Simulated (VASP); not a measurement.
# Ca (Fm-3m) in VASP: a series of runs

The runs below take Ca through single point, with PBE.

All numbers are computed with VASP 6.6.1; they aren't measurements. Logs are shortened: lines on timing, memory, paths and dates and some standing lists are left out, and cuts for length are marked.

### Step 1. The cell of the first run

Symmetry: Fm-3m, No. 225, cubic system. Conventional cell: a = 5.442 Å, b = 5.442 Å, c = 5.442 Å, α = 90.00°, β = 90.00°, γ = 90.00°. Ca (site symmetry m-3m) has 12 Ca at 3.85 Å within 5.1 Å.

### Step 2. Single point, PBE (strained)

File INCAR:

```
SYSTEM = Ca
PREC = Accurate ; ENCUT = 520
EDIFF = 1E-7 ; ISMEAR = 0
SIGMA = 0.1 ; LREAL = .False.
LASPH = .True. ; NELM = 100
ALGO = Fast ; ISIF = 2
LWAVE = .False. ; LCHARG = .False.
GGA = PE ; NBANDS = 11
```

File KPOINTS:

```
Automatic mesh
0
Gamma
  14 14 14
  0 0 0
```

File POSCAR:

```
Ca
1.0
    0.0000000000      2.7210199020      2.7210199020
    2.7210199020      0.0000000000      2.7210199020
    2.7210199020      2.7210199020      0.0000000000
Ca
1
Direct
    0.0000000000      0.0000000000      0.0000000000
```

Potentials or basis: VASP PAW PBE potentials, release 64 (Ca_sv).

Started as:

```bash
$ cat potpaw_PBE.64/Ca_sv/POTCAR > POTCAR
$ mpirun -np 1 vasp_std > vasp.out
```

OUTCAR:

```text
SYSTEM = Ca
   PREC = Accurate
   ENCUT = 520
   EDIFF = 1E-7
   ISMEAR = 0
   LREAL = .False.
   LASPH = .True.
   NELM = 100
   ISIF = 2
   GGA = PE

 ion  position               nearest neighbor table
   1  0.000  0.000  0.000-

  LATTYP: Found a face centered cubic cell.
 ALAT       =     5.4420398040

  Lattice vectors:

 A1 = (   0.0000000000,   2.7210199020,   2.7210199020)
 A2 = (   2.7210199020,   0.0000000000,   2.7210199020)
 A3 = (   2.7210199020,   2.7210199020,   0.0000000000)

Analysis of symmetry for initial positions (statically):
=====================================================================
 Subroutine PRICEL returns:
 Original cell was already a primitive cell.

 Routine SETGRP: Setting up the symmetry group for a
 face centered cubic supercell.

 Subroutine GETGRP returns: Found 48 space group operations
[... 9 lines left out ...]

 Routine SETGRP: Setting up the symmetry group for a
 face centered cubic supercell.

 Subroutine GETGRP returns: Found 48 space group operations
 (whereof 48 operations were pure point group operations)
 out of a pool of 48 trial point group operations.

The dynamic configuration has the point symmetry O_h .

 Subroutine INISYM returns: Found 48 space group operations
 (whereof 48 operations are pure point group operations),
 and found     1 'primitive' translations

----------------------------------------------------------------------------------------

                                     Primitive cell

  volume of cell :      40.2926

  direct lattice vectors                    reciprocal lattice vectors
     0.000000000  2.721019902  2.721019902    -0.183754628  0.183754628  0.183754628
     2.721019902  0.000000000  2.721019902     0.183754628 -0.183754628  0.183754628
     2.721019902  2.721019902  0.000000000     0.183754628  0.183754628 -0.183754628

  length of vectors
     3.848103249  3.848103249  3.848103249     0.318272352  0.318272352  0.318272352

  position of ions in fractional coordinates (direct lattice)
     0.000000000  0.000000000  0.000000000

  ion indices of the primitive-cell ions
   primitive index   ion index
                 1           1

----------------------------------------------------------------------------------------

 KPOINTS: Automatic mesh

Automatic generation of k-mesh.
 Grid dimensions read from file:
 generate k-points for:   14   14   14

 Generating k-lattice:

  Cartesian coordinates                     Fractional coordinates (reciprocal lattice)
    -0.013125331  0.013125331  0.013125331     0.071428571  0.000000000  0.000000000
     0.013125331 -0.013125331  0.013125331     0.000000000  0.071428571  0.000000000
     0.013125331  0.013125331 -0.013125331     0.000000000  0.000000000  0.071428571

  Length of vectors
     0.022733739  0.022733739  0.022733739

  Shift w.r.t. Gamma in fractional coordinates (k-lattice)
     0.000000000  0.000000000  0.000000000

 Subroutine IBZKPT returns following result:
 ===========================================

 Found    104 irreducible k-points:

 Following reciprocal coordinates:
            Coordinates               Weight
  0.000000  0.000000  0.000000      1.000000
  0.071429  0.000000  0.000000      8.000000
  0.142857  0.000000  0.000000      8.000000
  0.214286  0.000000  0.000000      8.000000
  0.285714  0.000000  0.000000      8.000000
  0.357143  0.000000  0.000000      8.000000
[... 16 lines left out ...]
  0.214286  0.142857  0.000000     24.000000
  0.285714  0.142857  0.000000     24.000000
 [... further k-points ...]
   k-points           NKPTS =    104   k-points in BZ     NKDIM =    104   number of bands    NBANDS=     11
   number of dos      NEDOS =    301   number of ions     NIONS =      1
   total plane-waves  NPLWV =  27000
   dimension x,y,z NGX =    30 NGY =   30 NGZ =   30
   dimension x,y,z NGXF=    60 NGYF=   60 NGZF=   60
   ions per type =               1
   NGX,Y,Z   is equivalent  to a cutoff of  12.96, 12.96, 12.96 a.u.
   NGXF,Y,Z  is equivalent  to a cutoff of  25.92, 25.92, 25.92 a.u.
 SYSTEM =  Ca
   PREC   = accura    normal or accurate (medium, high low for compatibility)
   ISTART =      0    job   : 0-new  1-cont  2-samecut
   ICHARG =      2    charge: 1-file 2-atom 10-const
   ISPIN  =      1    spin polarized calculation?
   LNONCOLLINEAR =      F non collinear calculations
   LSORBIT =      F    spin-orbit coupling
   LASPH  =      T    aspherical Exc in radial PAW
   ENCUT  =  520.0 eV  38.22 Ry    6.18 a.u.   7.15  7.15  7.15*2*pi/ulx,y,z
   NELM   =    100;   NELMIN=  2; NELMDL= -5     # of ELM steps
   EDIFF  = 0.1E-06   stopping-criterion for ELM
   LREAL  =      F    real-space projection
   EDIFFG = 0.1E-05   stopping-criterion for IOM
   NSW    =      0    number of steps for IOM
   IBRION =     -1    ionic relax: 0-MD 1-quasi-New 2-CG
   NFREE  =      0    steps in history (QN), initial steepest desc. (CG)
   ISIF   =      2    stress and relaxation
   ISYM   =      2    0-nonsym 1-usesym 2-fastsym
   POTIM  = 0.5000    time-step for ionic-motion
   TEBEG  =    0.0;   TEEND  =   0.0 temperature during run
   PSTRESS=    0.0 pullay stress
   NELECT =      10.0000    total number of electrons
   NUPDOWN=      -1.0000    fix difference up-down
   EMIN   =  10.00;   EMAX   =-10.00  energy-range for DOS
   EFERMI =   0.00;   METHOD = LEGACY
   ISMEAR =     0;   SIGMA  =   0.10  broadening in eV -4-tet -1-fermi 0-gaus
   EFERMI_NEDOS =   21; number of points for ismear=-14 and -15
   IALGO  =     68    algorithm
   IMIX   =      4    mixing-type and parameters
     AMIX     =   0.40;   BMIX     =  1.00
     AMIX_MAG =   1.60;   BMIX_MAG =  1.00
  volume/ion in A,a.u.               =      40.29       271.91
  Fermi-wavevector in a.u.,A,eV,Ry     =   1.028805  1.944160 14.400950  1.058440
  Thomas-Fermi vector in A             =   2.162820
   LORBIT       =      0    0 simple, 1 ext, 2 COOP (PROOUT), +10 PAW based schemes
   GGA     = PE    functional components
   LHFCALC =     F    Hartree Fock is set to
   AEXX    =    0.0000 exact exchange contribution
   IVDW    =     0    specifies the selected vdW correction
   LEPSILON=     F    determine dielectric tensor
   LRPA    =     F    only Hartree local field effects (RPA)
 non-spin polarized calculation
 RMM-DIIS sequential band-by-band and
 Gauss-broadening in eV      SIGMA  =   0.10
  energy-cutoff  :      520.00
  volume of cell :       40.29
 maximum number of plane-waves:      1106
 NGX is ok and might be reduce to    30
   NGX = 15   NGY = 15   NGZ = 15

 number of electron      10.0000001 magnetization

 Free energy of the ion-electron system (eV)
  ---------------------------------------------------
  ext. energy  EPLUGINS =         0.00000000
  ---------------------------------------------------
  free energy    TOTEN  =        -1.92788715 eV

  energy without entropy =       -1.92086111  energy(sigma->0) =       -1.92437413

 E-fermi :   2.1401     XC(G=0):  -7.8800

 val. band max:        2.1399607570   @ k =  -0.4286   0.2143   0.0714
 cond. band min:       2.1592491619   @ k =  -0.3571   0.3571   0.0000
 fundamental gap:      0.0192884049
 Fermi energy:         2.1401381829

 k-point     1 :       0.0000    0.0000    0.0000
  band No.  band energies     occupation
      1     -39.7643      2.00000
      2     -20.6747      2.00000
      3     -20.6747      2.00000
      4     -20.6747      2.00000
      5      -1.9609      2.00000
      6       4.5459      0.00000
      7       4.5459      0.00000
      8       4.5459      0.00000
      9       5.6755      0.00000
     10       5.6755      0.00000
     11      11.4681      0.00000

 k-point     2 :       0.0714    0.0000    0.0000
  band No.  band energies     occupation
      1     -39.7634      2.00000
      2     -20.6830      2.00000
      3     -20.6758      2.00000
      4     -20.6758      2.00000
      5      -1.8700      2.00000
      6       4.4459      0.00000
      7       4.5814      0.00000
      8       4.5814      0.00000
      9       5.6438      0.00000
     10       5.6438      0.00000
     11      11.5882      0.00000

 k-point     3 :       0.1429    0.0000    0.0000
  band No.  band energies     occupation
      1     -39.7611      2.00000
      2     -20.7060      2.00000
      3     -20.6789      2.00000
      4     -20.6789      2.00000
      5      -1.6020      2.00000
      6       4.1771      0.00000
      7       4.6621      0.00000
      8       4.6621      0.00000
      9       5.5864      0.00000
     10       5.5864      0.00000
     11      11.5239      0.00000

 k-point     4 :       0.2143    0.0000    0.0000
  band No.  band energies     occupation
      1     -39.7577      2.00000
      2     -20.7392      2.00000
      3     -20.6834      2.00000
      4     -20.6834      2.00000
      5      -1.1720      2.00000
      6       3.8020      0.00000
      7       4.7048      0.00000
      8       4.7048      0.00000
      9       5.6111      0.00000
     10       5.6111      0.00000
     11      10.4034      0.00000

 k-point     5 :       0.2857    0.0000    0.0000
  band No.  band energies     occupation
      1     -39.7540      2.00000
      2     -20.7756      2.00000
      3     -20.6884      2.00000
      4     -20.6884      2.00000
      5      -0.6062      2.00000
      6       3.3674      0.00000
      7       4.6456      0.00000
      8       4.6456      0.00000
      9       5.7954      0.00000
     10       5.7954      0.00000
     11       9.3288      0.00000
[... 211 lines left out ...]
 k-point    21 :      -0.0714    0.0714    0.0000
  band No.  band energies     occupation
      1     -39.7621      2.00000
      2     -20.6944      2.00000
      3     -20.6807      2.00000
      4     -20.6763      2.00000
      5      -1.7201      2.00000
      6       4.2985      0.00000
      7       4.6176      0.00000
      8       4.6457      0.00000
      9       5.5206      0.00000
     10       5.6790      0.00000
     11      11.7424      0.00000

 k-point    22 :       0.1429    0.1429    0.0000
  band No.  band energies     occupation
      1     -39.7600      2.00000
      2     -20.7051      2.00000
      3     -20.6859      2.00000
      4     -20.6859      2.00000
      5      -1.4841      2.00000
      6       4.0887      0.00000
      7       4.7435      0.00000
      8       4.7435      0.00000
      9       5.2008      0.00000
     10       5.8003      0.00000
     11      12.0762      0.00000

 k-point    23 :       0.2143    0.1429    0.0000
  band No.  band energies     occupation
      1     -39.7575      2.00000
      2     -20.7266      2.00000
      3     -20.6916      2.00000
      4     -20.6902      2.00000
      5      -1.1689      2.00000
      6       3.8478      0.00000
      7       4.7500      0.00000
      8       4.8409      0.00000
      9       5.1011      0.00000
     10       5.8643      0.00000
     11      11.3923      0.00000

 k-point    24 :       0.2857    0.1429    0.0000
  band No.  band energies     occupation
      1     -39.7542      2.00000
      2     -20.7563      2.00000
      3     -20.6972      2.00000
      4     -20.6954      2.00000
      5      -0.7030      2.00000
      6       3.5400      0.00000
      7       4.5100      0.00000
      8       4.8770      0.00000
      9       5.3332      0.00000
     10       5.9924      0.00000
     11      10.1860      0.00000

 [... further k-points ...]
[... 5 lines left out ...]
  --------------------------------------------------------------------------------------
  -------------------------------------------------------------------------------------
  Total        0.2188969      0.2188969      0.2188969      0.0000000     -0.0000000      0.0000000
  in kB        8.7041248      8.7041248      8.7041248      0.0000000     -0.0000000      0.0000000
  external PRESSURE =       8.7041248 kB  Pullay stress =       0.0000000 kB

 VOLUME and BASIS-vectors are now :
 -----------------------------------------------------------------------------
  energy-cutoff  :      520.00
  volume of cell :       40.29
      direct lattice vectors                 reciprocal lattice vectors
     0.000000000  2.721019902  2.721019902    -0.183754628  0.183754628  0.183754628
     2.721019902  0.000000000  2.721019902     0.183754628 -0.183754628  0.183754628
     2.721019902  2.721019902  0.000000000     0.183754628  0.183754628 -0.183754628

 POSITION                                       TOTAL-FORCE (eV/Angst)
 -----------------------------------------------------------------------------------
      0.00000      0.00000      0.00000        -0.000000     -0.000000     -0.000000
 -----------------------------------------------------------------------------------
    total drift:                               -0.000000     -0.000000     -0.000000

  FREE ENERGIE OF THE ION-ELECTRON SYSTEM (eV)
  ---------------------------------------------------
  free  energy   TOTEN  =        -1.9278871453 eV

  energy  without entropy=       -1.9208611107  energy(sigma->0) =       -1.92437413
```

Wall time 2.1 min (1 thread of AMD EPYC 7R13, shared host); peak memory 0.16 GiB.

Results:

```
Free energy            : -1.9279 eV
Pressure               : 0.9 GPa
Band gap on the k mesh : zero (band 5 reaches 2.27 eV, above the bottom of band 6 at 2.02 eV)
```

Caveat: the cell differs from its parent crystal (strained).

### Step 3. Single point, PBE (strained)

File INCAR:

```
SYSTEM = Ca
  PREC = Accurate
  ENCUT = 520
  EDIFF = 1E-6
  ISMEAR = 0
  SIGMA = 0.1
  LREAL = .FALSE.
  LASPH = .TRUE.
  NELM = 100
  ALGO = Normal
  ISIF = 2
  LWAVE = .FALSE.
  LCHARG = .FALSE.
  GGA = PE
  NBANDS = 11
```

File KPOINTS:

```
regular mesh
0
G
  14 14 14
  0 0 0
```

File POSCAR:

```
Ca
1.0
    0.0000000000      2.8402763580      2.8402763580
    2.8402763580      0.0000000000      2.8402763580
    2.8402763580      2.8402763580      0.0000000000
Ca
1
Direct
    0.0000000000      0.0000000000      0.0000000000
```

Potentials or basis: VASP PAW PBE potentials, release 64 (Ca_sv).

Started as:

```bash
$ cat potpaw_PBE.64/Ca_sv/POTCAR > POTCAR
$ mpirun -np 1 vasp_std > vasp.out
```

It took 74 s on 1 thread of AMD EPYC 7R13, shared host; peak memory 0.17 GiB.

The run converged. Its results:

```yaml
Free_energy: -1.9190 eV
Pressure: -1.3 GPa
Band_gap_on_the_k_mesh: zero (band 5 reaches 1.84 eV, above the bottom of band 6 at 1.43 eV)
```

Levels at points of the mesh, in eV from the Fermi level:
| k point | band 1 | band 2 | band 3 | band 4 | band 5 | band 6 | band 7 | band 8 | band 9 | band 10 |
| --- | --- | --- | --- | --- | --- | --- | --- | --- | --- | --- |
| (0.00, 0.00, 0.00) | -42.21 | -23.13 | -23.13 | -23.13 | -3.87 | 2.23 | 2.23 | 2.23 | 3.20 | 3.20 |
| (0.50, 0.00, 0.00) | -42.20 | -23.24 | -23.15 | -23.15 | -0.95 | -0.21 | 2.13 | 2.13 | 3.81 | 3.81 |
| (0.50, 0.50, 0.00) | -42.20 | -23.23 | -23.17 | -23.17 | -0.38 | 0.62 | 0.83 | 3.81 | 3.98 | 3.98 |

Caveat: the cell differs from its parent crystal (strained).

(Part 1 of 2 ends here.)
